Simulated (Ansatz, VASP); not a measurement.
# One calculation of ZrN, two programs

```xyz
2
Lattice="0.0000 2.2741 2.2741 2.2741 0.0000 2.2741 2.2741 2.2741 0.0000" Properties=species:S:1:pos:R:3 pbc="T T T"
Zr    0.0000    0.0000    0.0000
N     2.2741    2.2741    2.2741
```

Alike in both runs: task single point; functional PBE; k mesh 20 × 20 × 20; occupations gaussian, width 0.1 eV; no spin polarisation.

```csv
,VASP,Ansatz
version,VASP 6.6.1,Ansatz 0.2.0
potentials or method,"VASP PAW PBE potentials, release 64 (Zr_sv, N), cutoff 600 eV","scalar-relativistic, plane waves, PAW"
valence electrons in the cell,17,17
```

VASP gave:

| Property | Result |
| --- | --- |
| gap on the k mesh at the Fermi level (eV) | none |
| pressure (GPa) | 8.3 |

Which values does Ansatz return?

gap on the k mesh at the Fermi level (eV): none; pressure (GPa): 8.1.

A gap of «none» marks a metal or a gap that the smearing closes. The functional is the same, so the differences come from potentials, cutoffs and numerics.
